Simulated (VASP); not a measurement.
# Al2GaP2 (P4mm) in VASP: a series of runs, part 2 of 2

VASP 6.6.1. The steps go on from the part before.

### 4 Relaxation of cell and atoms, PBE

This run uses another cell than the first one, of 19.98 Å³/atom, 0.985 times its volume.

INCAR reads:

```
SYSTEM = Al2GaP2
ALGO = Normal
EDIFF = 1E-7
EDIFFG = -0.04
ENCUT = 600
GGA = PE
IBRION = 2
ISIF = 3
ISMEAR = 0
LASPH = .True.
LCHARG = .False.
LREAL = .False.
LWAVE = .False.
NELM = 100
NSW = 90
PREC = Accurate
SIGMA = 0.1
```

KPOINTS reads:

```
k-points
0
Gamma
  6 6 2
  0 0 0
```

POSCAR reads:

```
Al2GaP2
1.0
    3.3674550740      0.0000000000      0.0000000000
    0.0000000000      3.3674550740      0.0000000000
    0.0000000000      0.0000000000      8.8099382987
Al Ga P
2 1 2
Direct
    0.0000000000      0.0000000000      0.4043774045
    0.5000000000      0.5000000000      0.0542512286
    0.5000000000      0.5000000000      0.5328852650
    0.0000000000      0.0000000000      0.1352637335
    0.5000000000      0.5000000000      0.7930428784
```

Potentials or basis: VASP PAW PBE potentials, release 64 (Al, Ga_d, P).

On the command line:

```bash
$ cat potpaw_PBE.64/Al/POTCAR potpaw_PBE.64/Ga_d/POTCAR potpaw_PBE.64/P/POTCAR > POTCAR
$ mpirun -np 1 vasp_std > vasp.out
```

OUTCAR:

```text
SYSTEM = Al2GaP2
   EDIFF = 1E-7
   EDIFFG = -0.04
   ENCUT = 600
   GGA = PE
   IBRION = 2
   ISIF = 3
   ISMEAR = 0
   LASPH = .True.
   LREAL = .False.
   NELM = 100
   NSW = 90
   PREC = Accurate

 ion  position               nearest neighbor table
   1  0.000  0.000  0.404-   4 2.37   3 2.64   3 2.64   3 2.64   3 2.64
   2  0.500  0.500  0.054-   5 2.30   4 2.49   4 2.49   4 2.49   4 2.49
   3  0.500  0.500  0.533-   5 2.29   1 2.64   1 2.64   1 2.64   1 2.64
   4  0.000  0.000  0.135-   1 2.37   2 2.49   2 2.49   2 2.49   2 2.49
   5  0.500  0.500  0.793-   3 2.29   2 2.30

  LATTYP: Found a simple tetragonal cell.
 ALAT       =     3.3674550740
 C/A-ratio  =     2.6162006931

  Lattice vectors:

 A1 = (   3.3674550740,   0.0000000000,   0.0000000000)
 A2 = (   0.0000000000,   3.3674550740,   0.0000000000)
 A3 = (   0.0000000000,   0.0000000000,   8.8099382987)

Analysis of symmetry for initial positions (statically):
=====================================================================
 Subroutine PRICEL returns:
 Original cell was already a primitive cell.

 Routine SETGRP: Setting up the symmetry group for a
 simple tetragonal supercell.

 Subroutine GETGRP returns: Found  8 space group operations
 (whereof  8 operations were pure point group operations)
 out of a pool of 16 trial point group operations.

The static configuration has the point symmetry C_4v.

Analysis of symmetry for dynamics (positions and initial velocities):
=====================================================================
 Subroutine PRICEL returns:
 Original cell was already a primitive cell.

 Routine SETGRP: Setting up the symmetry group for a
 simple tetragonal supercell.

 Subroutine GETGRP returns: Found  8 space group operations
 (whereof  8 operations were pure point group operations)
 out of a pool of 16 trial point group operations.

The dynamic configuration has the point symmetry C_4v.

 Subroutine INISYM returns: Found  8 space group operations
 (whereof  8 operations are pure point group operations),
[... 106 lines left out ...]
   TEBEG  =    0.0;   TEEND  =   0.0 temperature during run
   PSTRESS=    0.0 pullay stress
   NELECT =      29.0000    total number of electrons
   NUPDOWN=      -1.0000    fix difference up-down
   EMIN   =  10.00;   EMAX   =-10.00  energy-range for DOS
   EFERMI =   0.00;   METHOD = LEGACY
   ISMEAR =     0;   SIGMA  =   0.10  broadening in eV -4-tet -1-fermi 0-gaus
   EFERMI_NEDOS =   21; number of points for ismear=-14 and -15
   IALGO  =     38    algorithm
   IMIX   =      4    mixing-type and parameters
     AMIX     =   0.40;   BMIX     =  1.00
     AMIX_MAG =   1.60;   BMIX_MAG =  1.00
  volume/ion in A,a.u.               =      19.98       134.84
  Fermi-wavevector in a.u.,A,eV,Ry     =   1.083965  2.048397 15.986581  1.174981
  Thomas-Fermi vector in A             =   2.220044
   LORBIT       =      0    0 simple, 1 ext, 2 COOP (PROOUT), +10 PAW based schemes
   GGA     = PE    functional components
   LHFCALC =     F    Hartree Fock is set to
   AEXX    =    0.0000 exact exchange contribution
   IVDW    =     0    specifies the selected vdW correction
   LEPSILON=     F    determine dielectric tensor
   LRPA    =     F    only Hartree local field effects (RPA)
 conjugate gradient relaxation of ions
 non-spin polarized calculation
 Gauss-broadening in eV      SIGMA  =   0.10
  energy-cutoff  :      600.00
  volume of cell :       99.90
 maximum number of plane-waves:      3372
 NGX is ok and might be reduce to    28
   NGX = 13   NGY = 13   NGZ = 35

--------------------------------------- Ionic step        1  -------------------------------------------

 number of electron      29.0000008 magnetization

 Free energy of the ion-electron system (eV)
  ---------------------------------------------------
  ext. energy  EPLUGINS =         0.00000000
  ---------------------------------------------------
  free energy    TOTEN  =       -20.56518105 eV

  energy without entropy =      -20.55466457  energy(sigma->0) =      -20.55992281

------------------------ aborting loop because EDIFF is reached ----------------------------------------

  FORCE on cell =-STRESS in cart. coord.  units (eV):
  Direction    XX          YY          ZZ          XY          YZ          ZX
  --------------------------------------------------------------------------------------
  -------------------------------------------------------------------------------------
  Total        0.2711008      0.2711008     -0.6776082      0.0000000      0.0000000      0.0000000
  in kB        4.3477527      4.3477527    -10.8670770      0.0000000      0.0000000      0.0000000
  external PRESSURE =      -0.7238572 kB  Pullay stress =       0.0000000 kB
[... 260 lines left out ...]
--------------------------------------- Ionic step        8  -------------------------------------------

 number of electron      29.0000010 magnetization

 Free energy of the ion-electron system (eV)
  ---------------------------------------------------
  ext. energy  EPLUGINS =         0.00000000
  ---------------------------------------------------
  free energy    TOTEN  =       -20.59186805 eV

  energy without entropy =      -20.57813270  energy(sigma->0) =      -20.58500038

 E-fermi :   5.3793     XC(G=0):  -9.6764

 val. band max:        5.2946179743   @ k =   0.3333   0.1667   0.5000
 cond. band min:       5.3984900576   @ k =   0.5000   0.0000   0.0000
 fundamental gap:      0.1038720834
 Fermi energy:         5.3792536617

 k-point     1 :       0.0000    0.0000    0.0000
  band No.  band energies     occupation
      1      -9.6640      2.00000
      2      -9.6270      2.00000
      3      -9.5587      2.00000
      4      -9.5331      2.00000
      5      -9.5331      2.00000
      6      -7.2527      2.00000
[... 441 lines left out ...]
  FREE ENERGIE OF THE ION-ELECTRON SYSTEM (eV)
  ---------------------------------------------------
  free  energy   TOTEN  =       -20.5918680509 eV

  energy  without entropy=      -20.5781327007  energy(sigma->0) =      -20.58500038

 reached required accuracy - stopping structural energy minimisation
```

Run time: 1.9 min. Hardware: 1 thread of Intel Xeon 6975P-C (Granite Rapids), shared host; peak memory 0.25 GiB.

What came out:

```yaml
Free_energy: -20.5919 eV
Relaxed_volume: 19.99 Å³/atom
Relaxed_cell: a = 3.383 Å, b = 3.383 Å, c = 8.736 Å, α = 90.00°, β = 90.00°, γ = 90.00°
Space_group_after_relaxing_to_0.05_Å: P4mm (No. 99)
Energy_gained_by_relaxing: 5.3 meV/atom
Ionic_steps: 8
Pressure_after_relaxing: 0.0 GPa
Largest_force_after_relaxing: 0.039 eV/Å
```

Forces in eV/Å, atoms in the order of the input:
```
Al   0.000  0.000  0.001
Al   0.000  0.000  0.001
Ga   0.000  0.000  0.039
P    0.000  0.000 -0.020
P    0.000  0.000 -0.022
```

Stress tensor (GPa, compression positive):
```
 0.03  0.00  0.00
 0.00  0.03  0.00
 0.00  0.00 -0.13
```

Step by step:
| step | energy change (eV) | largest force (eV/Å) | pressure (GPa) | volume (Å³) |
| --- | --- | --- | --- | --- |
| 1 | 0.0000 | 0.5213 | -0.07 | 99.90 |
| 2 | -0.0159 | 0.2910 | 0.23 | 99.77 |
| 3 | -0.0166 | 0.2749 | 0.17 | 99.79 |
| 4 | -0.0219 | 0.1230 | -0.12 | 100.06 |
| 5 | -0.0226 | 0.1292 | -0.26 | 100.20 |
| 6 | -0.0259 | 0.0827 | 0.03 | 99.89 |
| 7 | -0.0261 | 0.1031 | 0.13 | 99.78 |
| 8 | -0.0267 | 0.0389 | -0.02 | 99.97 |

Final structure:
```
Al Ga P
1.0
     3.38292    0.00000    0.00000
     0.00000    3.38292    0.00000
     0.00000    0.00000    8.73572
Al Ga P
2 1 2
Direct
  0.00000 0.00000 0.40043
  0.50000 0.50000 0.06241
  0.50000 0.50000 0.53128
  0.00000 0.00000 0.13353
  0.50000 0.50000 0.79216
```

Caveat: the bands computed are all filled at some k points, so no gap is given.

### 5 Relaxation of cell and atoms, PBE

This run uses another cell than the first one, of 20.00 Å³/atom, 0.986 times its volume.

INCAR reads:

```
SYSTEM = Al2GaP2
  ALGO = Normal
  EDIFF = 1E-6
  EDIFFG = -0.01
  ENCUT = 600
  GGA = PE
  IBRION = 2
  ISIF = 3
  ISMEAR = 0
  LASPH = .True.
  LCHARG = .False.
  LREAL = .False.
  LWAVE = .False.
  NELM = 60
  NSW = 100
  PREC = Accurate
  SIGMA = 0.1
```

KPOINTS reads:

```
k-points
0
Gamma
  12 12 4
  0 0 0
```

POSCAR reads:

```
Al2GaP2
1.0
    3.3836334735      0.0000000000      0.0000000000
    0.0000000000      3.3836334735      0.0000000000
    0.0000000000      0.0000000000      8.7342366251
Al Ga P
2 1 2
Direct
    0.0000000000      0.0000000000      0.4004671773
    0.5000000000      0.5000000000      0.0622996661
    0.5000000000      0.5000000000      0.5316130445
    0.0000000000      0.0000000000      0.1333160325
    0.5000000000      0.5000000000      0.7921245895
```

On the command line:

```bash
$ cat potpaw_PBE.64/Al/POTCAR potpaw_PBE.64/Ga_d/POTCAR potpaw_PBE.64/P/POTCAR > POTCAR
$ mpirun -np 1 vasp_std > vasp.out
```

It took 6.6 min on 1 thread of Intel Xeon 6975P-C (Granite Rapids), shared host; peak memory 0.36 GiB.

It converged, with:

| Quantity | Value |
| --- | --- |
| Free energy | -20.6541 eV |
| Relaxed volume | 19.99 Å³/atom |
| Relaxed cell | a = 3.373 Å, b = 3.373 Å, c = 8.786 Å, α = 90.00°, β = 90.00°, γ = 90.00° |
| Space group after relaxing (to 0.05 Å) | P4mm (No. 99) |
| Energy gained by relaxing | 1.6 meV/atom |
| Ionic steps | 12 |
| Pressure after relaxing | 0.0 GPa |
| Largest force after relaxing | 0.005 eV/Å |

Forces in eV/Å, atoms in the order of the input:
```
Al   0.000  0.000 -0.005
Al   0.000  0.000  0.005
Ga   0.000  0.000 -0.001
P    0.000  0.000  0.005
P    0.000  0.000 -0.004
```

Step by step:
```tsv
step	energy change (eV)	largest force (eV/Å)	pressure (GPa)	volume (Å³)
1	0.0000	0.3021	0.09	100.00
2	-0.0050	0.1964	-0.22	100.16
3	-0.0056	0.1711	-0.15	100.12
4	-0.0069	0.0763	0.05	99.89
5	-0.0071	0.0586	0.12	99.79
6	-0.0072	0.0627	0.14	99.76
7	-0.0077	0.0507	-0.02	99.94
8	-0.0077	0.0452	-0.07	100.02
9	-0.0079	0.0182	0.03	99.92
10	-0.0079	0.0158	0.05	99.89
11	-0.0079	0.0163	0.04	99.88
12	-0.0079	0.0048	-0.03	99.96
```

Final structure:
```xyz
5
Lattice="3.3729 0.0000 0.0000 0.0000 3.3729 0.0000 0.0000 0.0000 8.7864" Properties=species:S:1:pos:R:3 pbc="T T T"
Al    0.0000    3.3729    3.4946
Al    1.6864    1.6864    0.5588
Ga    1.6864    1.6864    4.6736
P     0.0000    3.3729    1.1607
P     1.6864    1.6864    6.9808
```

Levels at points of the mesh, in eV from the Fermi level:
```
           k point  band 11  band 12  band 13  band 14  band 15  band 16  band 17  band 18
(0.00, 0.00, 0.00)    -1.26    -1.26     1.03     1.03     1.79     2.51     2.62     2.62
(0.50, 0.00, 0.00)    -4.11    -2.62    -1.51     0.05     0.40     1.52     2.18     4.53
(0.50, 0.50, 0.00)    -3.13    -2.95    -2.95    -2.95    -1.84    -1.84    -0.32    -0.14
(0.00, 0.00, 0.50)    -1.25    -1.25     0.48     0.89     0.89     1.96     2.93     2.93
(0.50, 0.00, 0.50)    -3.65    -3.18    -2.74     0.05     1.53     2.59     3.29     3.87
(0.50, 0.50, 0.50)    -3.24    -3.24    -3.15    -2.11    -1.33    -1.30    -1.30    -0.21
```

Caveat: the bands computed are all filled at some k points, so no gap is given.

### 6 Overview

```csv
task,cell,k mesh,cutoff (eV),pressure (GPa),relaxed volume (Å³/atom),largest force (eV/Å)
relaxation of cell and atoms,"relaxed from a = 3.868, b = 3.868, c = 6.780 Å, 5 atoms",4 × 4 × 4,600,0.0,19.97,-
single point,"a = 3.373, b = 3.373, c = 8.785 Å, 5 atoms",12 × 12 × 4,520,0.0,-,0.01
relaxation of cell and atoms,"relaxed from a = 3.367, b = 3.367, c = 8.810 Å, 5 atoms",6 × 6 × 2,600,0.0,19.99,0.04
relaxation of cell and atoms,"relaxed from a = 3.384, b = 3.384, c = 8.734 Å, 5 atoms",12 × 12 × 4,600,0.0,19.99,-
```

Alike in all rows: level PBE; potentials or basis VASP PAW PBE potentials, release 64 (Al, Ga_d, P); no spin polarisation; smearing gaussian 0.1 eV.

Caveats: some runs use coarse meshes; the bands computed are all filled at some k points, so no gap is given (some runs).

Total energies depend on the potentials used, so only differences within one code and one set of settings carry meaning.
